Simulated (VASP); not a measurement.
# Si2Se (P-6m2) in VASP: notebook

The runs below take Si2Se through single point, relaxation of cell and atoms, with PBE.

All numbers are computed with VASP 6.6.1; they aren't measurements. Logs are shortened: lines on timing, memory, paths and dates and some standing lists are left out, and cuts for length are marked.

**1. The cell of the first run**

Symmetry: P-6m2, No. 187, hexagonal system. Conventional cell: a = 3.144 Å, b = 3.144 Å, c = 4.957 Å, α = 90.00°, β = 90.00°, γ = 120.00°. Si (site symmetry 3m) has 2 Si at 2.23 to 2.73 Å and 3 Se at 2.27 Å within 2.9 Å. Se (site symmetry -6m2) has 6 Si at 2.27 Å within 3.0 Å.

The cell was built from a structure type or drawn by symmetry, and may not be a known phase.

**2. Single point, PBE**

The input, INCAR:

```
SYSTEM = Si2Se
PREC = Accurate ; ENCUT = 520
EDIFF = 1E-6 ; ISMEAR = 0
SIGMA = 0.1 ; LREAL = .FALSE.
LASPH = .TRUE. ; NELM = 100
ALGO = Normal ; ISIF = 2
LWAVE = .FALSE. ; LCHARG = .TRUE.
GGA = PE ; LELF = .TRUE.
LVHAR = .TRUE. ; NBANDS = 14
```

The input, KPOINTS:

```
Automatic mesh
0
G
  6 6 4
  0 0 0
```

The input, POSCAR:

```
Si2Se
1.0
    3.1442893100      0.0000000000      0.0000000000
   -1.5721446600      2.7230344200      0.0000000000
    0.0000000000      0.0000000000      4.9566023500
Si Se
2 1
Direct
    0.6666666700      0.3333333300      0.7249647000
    0.6666666700      0.3333333300      0.2750353000
    0.0000000000      0.0000000000      0.0000000000
```

Potentials or basis: VASP PAW PBE potentials, release 64 (Si, Se).

Run with:

```bash
$ cat potpaw_PBE.64/Si/POTCAR potpaw_PBE.64/Se/POTCAR > POTCAR
$ mpirun -np 1 vasp_std > vasp.out
```

OUTCAR:

```text
SYSTEM = Si2Se
   PREC = Accurate
   ENCUT = 520
   EDIFF = 1E-6
   ISMEAR = 0
   LREAL = .FALSE.
   LASPH = .TRUE.
   NELM = 100
   ISIF = 2
   GGA = PE

 ion  position               nearest neighbor table
   1  0.667  0.333  0.725-   2 2.23   3 2.27   3 2.27   3 2.27   2 2.73
   2  0.667  0.333  0.275-   1 2.23   3 2.27   3 2.27   3 2.27   1 2.73
   3  0.000  0.000  0.000-   1 2.27   2 2.27   1 2.27   2 2.27   1 2.27   2 2.27

  LATTYP: Found a hexagonal cell.
 ALAT       =     3.1442893100
 C/A-ratio  =     1.5763824067

  Lattice vectors:

 A1 = (   3.1442893100,   0.0000000000,   0.0000000000)
 A2 = (  -1.5721446600,   2.7230344200,   0.0000000000)
 A3 = (   0.0000000000,   0.0000000000,   4.9566023500)

Analysis of symmetry for initial positions (statically):
=====================================================================
 Subroutine PRICEL returns:
 Original cell was already a primitive cell.

 Routine SETGRP: Setting up the symmetry group for a
 hexagonal supercell.

 Subroutine GETGRP returns: Found 12 space group operations
 (whereof 12 operations were pure point group operations)
 out of a pool of 24 trial point group operations.

The static configuration has the point symmetry D_3h.

Analysis of symmetry for dynamics (positions and initial velocities):
=====================================================================
 Subroutine PRICEL returns:
 Original cell was already a primitive cell.

 Routine SETGRP: Setting up the symmetry group for a
 hexagonal supercell.

 Subroutine GETGRP returns: Found 12 space group operations
 (whereof 12 operations were pure point group operations)
 out of a pool of 24 trial point group operations.

The dynamic configuration has the point symmetry D_3h.

 Subroutine INISYM returns: Found 12 space group operations
 (whereof 12 operations are pure point group operations),
 and found     1 'primitive' translations

----------------------------------------------------------------------------------------

                                     Primitive cell

  volume of cell :      42.4385

  direct lattice vectors                    reciprocal lattice vectors
     3.144289310  0.000000000  0.000000000     0.318036892  0.183618686  0.000000000
    -1.572144660  2.723034420  0.000000000     0.000000000  0.367237370  0.000000000
     0.000000000  0.000000000  4.956602350     0.000000000  0.000000000  0.201751105

  length of vectors
     3.144289310  3.144289313  4.956602350     0.367237371  0.367237370  0.201751105

  position of ions in fractional coordinates (direct lattice)
     0.666666670  0.333333330  0.724964700
     0.666666670  0.333333330  0.275035300
     0.000000000  0.000000000  0.000000000

  ion indices of the primitive-cell ions
   primitive index   ion index
                 1           1
                 2           2
                 3           3

----------------------------------------------------------------------------------------

 KPOINTS: Automatic mesh

Automatic generation of k-mesh.
 Grid dimensions read from file:
 generate k-points for:    6    6    4

 Generating k-lattice:

  Cartesian coordinates                     Fractional coordinates (reciprocal lattice)
     0.053006149  0.030603114  0.000000000     0.166666667  0.000000000  0.000000000
     0.000000000  0.061206228  0.000000000     0.000000000  0.166666667  0.000000000
     0.000000000  0.000000000  0.050437776     0.000000000  0.000000000  0.250000000

  Length of vectors
     0.061206228  0.061206228  0.050437776

  Shift w.r.t. Gamma in fractional coordinates (k-lattice)
     0.000000000  0.000000000  0.000000000

 Subroutine IBZKPT returns following result:
 ===========================================

 Found     21 irreducible k-points:

 Following reciprocal coordinates:
            Coordinates               Weight
  0.000000  0.000000  0.000000      1.000000
  0.166667 -0.000000  0.000000      6.000000
  0.333333 -0.000000  0.000000      6.000000
  0.500000 -0.000000  0.000000      3.000000
  0.166667  0.166667  0.000000      6.000000
  0.333333  0.166667  0.000000     12.000000
[... 13 lines left out ...]
  0.333333  0.166667  0.500000     12.000000
  0.333333  0.333333  0.500000      2.000000
   k-points           NKPTS =     21   k-points in BZ     NKDIM =     21   number of bands    NBANDS=     14
   number of dos      NEDOS =    301   number of ions     NIONS =      3
   total plane-waves  NPLWV =  23040
   dimension x,y,z NGX =    24 NGY =   24 NGZ =   40
   dimension x,y,z NGXF=    48 NGYF=   48 NGZF=   80
   ions per type =               2   1
   NGX,Y,Z   is equivalent  to a cutoff of  12.69, 12.69, 13.42 a.u.
   NGXF,Y,Z  is equivalent  to a cutoff of  25.38, 25.38, 26.83 a.u.
 SYSTEM =  Si2Se
   PREC   = accura    normal or accurate (medium, high low for compatibility)
   ISTART =      0    job   : 0-new  1-cont  2-samecut
   ICHARG =      2    charge: 1-file 2-atom 10-const
   ISPIN  =      1    spin polarized calculation?
   LNONCOLLINEAR =      F non collinear calculations
   LSORBIT =      F    spin-orbit coupling
   LASPH  =      T    aspherical Exc in radial PAW
   ENCUT  =  520.0 eV  38.22 Ry    6.18 a.u.   5.85  5.85  9.22*2*pi/ulx,y,z
   NELM   =    100;   NELMIN=  2; NELMDL= -5     # of ELM steps
   EDIFF  = 0.1E-05   stopping-criterion for ELM
   LREAL  =      F    real-space projection
   EDIFFG = 0.1E-04   stopping-criterion for IOM
   NSW    =      0    number of steps for IOM
   IBRION =     -1    ionic relax: 0-MD 1-quasi-New 2-CG
   NFREE  =      0    steps in history (QN), initial steepest desc. (CG)
   ISIF   =      2    stress and relaxation
   ISYM   =      2    0-nonsym 1-usesym 2-fastsym
   POTIM  = 0.5000    time-step for ionic-motion
   TEBEG  =    0.0;   TEEND  =   0.0 temperature during run
   PSTRESS=    0.0 pullay stress
   NELECT =      14.0000    total number of electrons
   NUPDOWN=      -1.0000    fix difference up-down
   EMIN   =  10.00;   EMAX   =-10.00  energy-range for DOS
   EFERMI =   0.00;   METHOD = LEGACY
   ISMEAR =     0;   SIGMA  =   0.10  broadening in eV -4-tet -1-fermi 0-gaus
   EFERMI_NEDOS =   21; number of points for ismear=-14 and -15
   IALGO  =     38    algorithm
   IMIX   =      4    mixing-type and parameters
     AMIX     =   0.40;   BMIX     =  1.00
     AMIX_MAG =   1.60;   BMIX_MAG =  1.00
  volume/ion in A,a.u.               =      14.15        95.46
  Fermi-wavevector in a.u.,A,eV,Ry     =   1.131178  2.137616 17.409520  1.279564
  Thomas-Fermi vector in A             =   2.267876
   LORBIT       =      0    0 simple, 1 ext, 2 COOP (PROOUT), +10 PAW based schemes
   GGA     = PE    functional components
   LHFCALC =     F    Hartree Fock is set to
   AEXX    =    0.0000 exact exchange contribution
   IVDW    =     0    specifies the selected vdW correction
   LEPSILON=     F    determine dielectric tensor
   LRPA    =     F    only Hartree local field effects (RPA)
 non-spin polarized calculation
 Gauss-broadening in eV      SIGMA  =   0.10
  energy-cutoff  :      520.00
  volume of cell :       42.44
 maximum number of plane-waves:      1156
 NGX is ok and might be reduce to    24
   NGX = 11   NGY = 11   NGZ = 19

 number of electron      14.0000000 magnetization

 Free energy of the ion-electron system (eV)
  ---------------------------------------------------
  ext. energy  EPLUGINS =         0.00000000
  ---------------------------------------------------
  free energy    TOTEN  =        -9.40453716 eV

  energy without entropy =       -9.39531683  energy(sigma->0) =       -9.39992700

 E-fermi :  10.8777     XC(G=0): -11.4098

 val. band max:       10.6481176536   @ k =   0.5000  -0.0000   0.2500
 cond. band min:      10.8925922462   @ k =   0.3333   0.1667   0.2500
 fundamental gap:      0.2444745926
 Fermi energy:        10.8777344918

 k-point     1 :       0.0000    0.0000    0.0000
  band No.  band energies     occupation
      1      -9.0913      2.00000
      2      -0.6366      2.00000
      3       1.2805      2.00000
      4       7.3265      2.00000
      5       7.3265      2.00000
      6      11.8619      0.00000
      7      13.2177      0.00000
      8      13.2177      0.00000
      9      15.2186      0.00000
     10      15.8688      0.00000
     11      15.8688      0.00000
     12      15.8959      0.00000
     13      18.3773      0.00000
     14      18.3773      0.00000

 k-point     2 :       0.1667   -0.0000    0.0000
  band No.  band energies     occupation
      1      -8.6120      2.00000
      2      -0.1346      2.00000
      3       1.6386      2.00000
      4       4.3611      2.00000
      5       6.4511      2.00000
      6      11.3021      0.00000
      7      12.2135      0.00000
      8      13.9960      0.00000
      9      14.5630      0.00000
     10      14.7813      0.00000
     11      15.9432      0.00000
     12      15.9534      0.00000
     13      17.6871      0.00000
     14      17.8560      0.00000

 k-point     3 :       0.3333   -0.0000    0.0000
  band No.  band energies     occupation
      1      -7.2804      2.00000
      2       0.0209      2.00000
      3       1.2858      2.00000
      4       3.3302      2.00000
      5       5.2903      2.00000
      6       8.2456      2.00000
      7       9.2023      2.00000
      8      11.2664      0.00000
      9      13.5728      0.00000
     10      14.9833      0.00000
     11      15.6474      0.00000
     12      17.5800      0.00000
     13      19.1220      0.00000
     14      20.3619      0.00000
[... 273 lines left out ...]
 k-point    20 :       0.3333    0.1667    0.5000
  band No.  band energies     occupation
      1      -6.1330      2.00000
      2      -0.9665      2.00000
      3       0.9382      2.00000
      4       2.9961      2.00000
      5       4.0080      2.00000
      6       8.0881      2.00000
      7      10.4540      2.00000
      8      11.9416      0.00000
      9      13.1799      0.00000
     10      13.5914      0.00000
     11      15.3900      0.00000
     12      17.7311      0.00000
     13      18.2410      0.00000
     14      18.5074      0.00000

 k-point    21 :       0.3333    0.3333    0.5000
  band No.  band energies     occupation
      1      -5.4186      2.00000
      2      -1.2903      2.00000
      3       1.2615      2.00000
      4       2.6809      2.00000
      5       2.8244      2.00000
      6       6.4566      2.00000
      7      11.1614      0.00006
      8      12.9973      0.00000
      9      13.9855      0.00000
     10      14.3371      0.00000
     11      15.4266      0.00000
     12      16.7651      0.00000
     13      17.7065      0.00000
     14      18.8442      0.00000

------------------------ aborting loop because EDIFF is reached ----------------------------------------

  FORCE on cell =-STRESS in cart. coord.  units (eV):
  Direction    XX          YY          ZZ          XY          YZ          ZX
  --------------------------------------------------------------------------------------
  -------------------------------------------------------------------------------------
  Total       11.2387259     11.2387259     20.2584637     -0.0000000     -0.0000000     -0.0000000
  in kB      424.2950369    424.2950371    764.8167316     -0.0000008     -0.0000000     -0.0000000
  external PRESSURE =     537.8022685 kB  Pullay stress =       0.0000000 kB

 VOLUME and BASIS-vectors are now :
 -----------------------------------------------------------------------------
  energy-cutoff  :      520.00
  volume of cell :       42.44
      direct lattice vectors                 reciprocal lattice vectors
     3.144289310  0.000000000  0.000000000     0.318036892  0.183618686  0.000000000
    -1.572144660  2.723034420  0.000000000     0.000000000  0.367237370  0.000000000
     0.000000000  0.000000000  4.956602350     0.000000000  0.000000000  0.201751105

 POSITION                                       TOTAL-FORCE (eV/Angst)
 -----------------------------------------------------------------------------------
      1.57214      0.90768      3.59336         0.000000     -0.000000     -4.748900
      1.57214      0.90768      1.36324         0.000000     -0.000000      4.748900
      0.00000      0.00000      0.00000        -0.000000      0.000000      0.000000
 -----------------------------------------------------------------------------------
    total drift:                               -0.000001      0.000001     -0.000000

  FREE ENERGIE OF THE ION-ELECTRON SYSTEM (eV)
  ---------------------------------------------------
  free  energy   TOTEN  =        -9.4045371625 eV

  energy  without entropy=       -9.3953168280  energy(sigma->0) =       -9.39992700
```

Wall time 14 s (1 thread of Intel Xeon 8259CL, shared host); peak memory 0.16 GiB.

What came out:

| Property | Result |
| --- | --- |
| Free energy | -9.4045 eV |
| Pressure | 53.8 GPa |
| Largest force | 4.749 eV/Å |
| Band gap on the k mesh | zero (bands 7 and 8 overlap by 4.05 eV) |

Forces on the atoms (eV/Å):
```
Si   0.000  0.000 -4.749
Si   0.000  0.000  4.749
Se   0.000  0.000  0.000
```

Stress tensor (GPa, compression positive):
```
42.43  0.00  0.00
 0.00 42.43  0.00
 0.00  0.00 76.48
```

Levels at points of the mesh, in eV from the Fermi level:
```
           k point  band 5  band 6  band 7  band 8  band 9  band 10
(0.00, 0.00, 0.00)   -3.55    0.98    2.34    2.34    4.34     4.99
(0.50, 0.00, 0.00)   -6.03   -4.92   -3.26   -0.63    2.26     3.83
(0.00, 0.00, 0.50)   -3.48   -2.43    1.12    2.93    2.93     3.21
(0.50, 0.00, 0.50)   -5.92   -1.55   -1.16    0.45    1.62     1.88
```

Caveat: the k points lie up to 0.38 Å⁻¹ apart, too coarse for converged energies and pressures of a metal; forces of over 1 eV/Å act on the atoms, so gaps and moduli don't describe the material at rest.

**3. Single point, PBE**

This run uses another cell than the first one, of 19.72 Å³/atom.

The input, INCAR:

```
SYSTEM = Si2Se
PREC     = Accurate       ! precision mode
ENCUT    = 520            ! plane-wave cutoff, eV
EDIFF    = 1E-7           ! SCF threshold, eV
ISMEAR   = 0              ! smearing method
SIGMA    = 0.1            ! smearing width, eV
LREAL    = .FALSE.        ! projectors in reciprocal space
LASPH    = .TRUE.         ! aspherical terms in the spheres
NELM     = 60             ! most SCF steps
ALGO     = Normal         ! electronic algorithm
ISIF     = 2              ! what is computed and relaxed
LWAVE    = .FALSE.        ! write WAVECAR
LCHARG   = .FALSE.        ! write CHGCAR
GGA      = PE             ! functional
NBANDS   = 14             ! bands
```

The input, KPOINTS:

```
regular mesh
0
G
  6 6 4
  0 0 0
```

The input, POSCAR:

```
Si2Se
1.0
    3.3829427988      0.0000000031      0.0000000000
   -1.6914714021      2.9297144017      0.0000000000
    0.0000000000      0.0000000000      5.9684799394
Si Se
2 1
Direct
    0.6666666667      0.3333333333      0.6993527047
    0.6666666667      0.3333333333      0.3006472953
    0.0000000000      0.0000000000      0.0000000000
```

Potentials or basis: VASP PAW PBE potentials, release 64 (Si, Se).

Run with:

```bash
$ cat potpaw_PBE.64/Si/POTCAR potpaw_PBE.64/Se/POTCAR > POTCAR
$ mpirun -np 1 vasp_std > vasp.out
```

OUTCAR:

```text
SYSTEM = Si2Se
   PREC = Accurate
   ENCUT = 520
   EDIFF = 1E-7
   ISMEAR = 0
   LREAL = .FALSE.
   LASPH = .TRUE.
   NELM = 60
   ISIF = 2
   GGA = PE

 ion  position               nearest neighbor table
   1  0.667  0.333  0.699-   2 2.38   3 2.65   3 2.65   3 2.65
   2  0.667  0.333  0.301-   1 2.38   3 2.65   3 2.65   3 2.65
   3  0.000  0.000  0.000-   1 2.65   2 2.65   1 2.65   2 2.65   1 2.65   2 2.65

  LATTYP: Found a hexagonal cell.
 ALAT       =     3.3829427988
 C/A-ratio  =     1.7642863904

  Lattice vectors:

 A1 = (   3.3829427988,   0.0000000031,   0.0000000000)
 A2 = (  -1.6914714021,   2.9297144017,   0.0000000000)
 A3 = (   0.0000000000,   0.0000000000,   5.9684799394)

Analysis of symmetry for initial positions (statically):
=====================================================================
 Subroutine PRICEL returns:
 Original cell was already a primitive cell.

 Routine SETGRP: Setting up the symmetry group for a
 hexagonal supercell.

 Subroutine GETGRP returns: Found 12 space group operations
 (whereof 12 operations were pure point group operations)
 out of a pool of 24 trial point group operations.

[... 178 lines left out ...]
      9       9.6717      0.00000
     10      10.9282      0.00000
     11      11.2163      0.00000
     12      11.2163      0.00000
     13      13.3081      0.00000
     14      14.3112      0.00000
[... 326 lines left out ...]
      1      -7.0751      2.00000
      2      -1.5693      2.00000
      3      -1.0900      2.00000
      4       0.6490      2.00000
      5       0.9296      2.00000
      6       3.5155      2.00000
      7       5.8534      2.00000
      8       6.8265      0.00002
      9       7.5375      0.00000
     10       7.8140      0.00000
     11       9.1311      0.00000
     12      11.8012      0.00000
     13      13.9598      0.00000
     14      15.8562      0.00000

------------------------ aborting loop because EDIFF is reached ----------------------------------------

  FORCE on cell =-STRESS in cart. coord.  units (eV):
  Direction    XX          YY          ZZ          XY          YZ          ZX
  --------------------------------------------------------------------------------------
  -------------------------------------------------------------------------------------
  Total        0.0040772      0.0040772      0.0215005     -0.0000000      0.0000000      0.0000000
  in kB        0.1104294      0.1104294      0.5823396     -0.0000000      0.0000000      0.0000000
  external PRESSURE =       0.2677328 kB  Pullay stress =       0.0000000 kB

 VOLUME and BASIS-vectors are now :
 -----------------------------------------------------------------------------
  energy-cutoff  :      520.00
  volume of cell :       59.15
      direct lattice vectors                 reciprocal lattice vectors
     3.382942799  0.000000003  0.000000000     0.295600623  0.170665100  0.000000000
    -1.691471402  2.929714402  0.000000000    -0.000000000  0.341330199  0.000000000
     0.000000000  0.000000000  5.968479939     0.000000000  0.000000000  0.167546848

 POSITION                                       TOTAL-FORCE (eV/Angst)
 -----------------------------------------------------------------------------------
      1.69147      0.97657      4.17407         0.000000     -0.000000     -0.002739
      1.69147      0.97657      1.79441         0.000000      0.000000      0.002739
      0.00000      0.00000      0.00000        -0.000000     -0.000000      0.000000
 -----------------------------------------------------------------------------------
    total drift:                                0.000000     -0.000000     -0.000000

  FREE ENERGIE OF THE ION-ELECTRON SYSTEM (eV)
  ---------------------------------------------------
  free  energy   TOTEN  =       -12.5904227741 eV

  energy  without entropy=      -12.5870619215  energy(sigma->0) =      -12.58874235
```

OSZICAR:

```text
N       E                     dE             d eps       ncg     rms          rms(c)
DAV:   1     0.253861592873E+02    0.25386E+02   -0.56235E+03   588   0.844E+02
DAV:   2    -0.109730808045E+02   -0.36359E+02   -0.33230E+02   792   0.122E+02
DAV:   3    -0.126437972812E+02   -0.16707E+01   -0.16596E+01   762   0.231E+01
DAV:   4    -0.126552496605E+02   -0.11452E-01   -0.11451E-01   744   0.250E+00
DAV:   5    -0.126553802070E+02   -0.13055E-03   -0.13055E-03   788   0.255E-01    0.567E+00
DAV:   6    -0.126035678295E+02    0.51812E-01   -0.45770E-02   692   0.122E+00    0.341E+00
DAV:   7    -0.125906037463E+02    0.12964E-01   -0.53355E-02   724   0.125E+00    0.349E-01
DAV:   8    -0.125904745280E+02    0.12922E-03   -0.73153E-03   654   0.479E-01    0.135E-01
DAV:   9    -0.125904116177E+02    0.62910E-04   -0.41559E-04   800   0.117E-01    0.738E-02
DAV:  10    -0.125904203161E+02   -0.86984E-05   -0.54456E-05   696   0.423E-02    0.232E-02
DAV:  11    -0.125904229014E+02   -0.25854E-05   -0.42207E-06   758   0.135E-02    0.489E-03
DAV:  12    -0.125904227923E+02    0.10915E-06   -0.46843E-07   734   0.432E-03    0.149E-03
DAV:  13    -0.125904227741E+02    0.18224E-07   -0.77037E-08   462   0.176E-03
   1 F= -.12590423E+02 E0= -.12588742E+02  d E =-.336085E-02
```

Wall time 26 s (1 thread of Intel Xeon 8259CL, shared host); peak memory 0.18 GiB.

What came out:

- Free energy: -12.5904 eV
- Pressure: 0.0 GPa
- Band gap on the k mesh: zero (bands 7 and 8 overlap by 4.11 eV)

Forces on the atoms (eV/Å):
```
Si   0.000  0.000 -0.003
Si   0.000  0.000  0.003
Se   0.000  0.000  0.000
```

(Continued in part 2 of 2.)
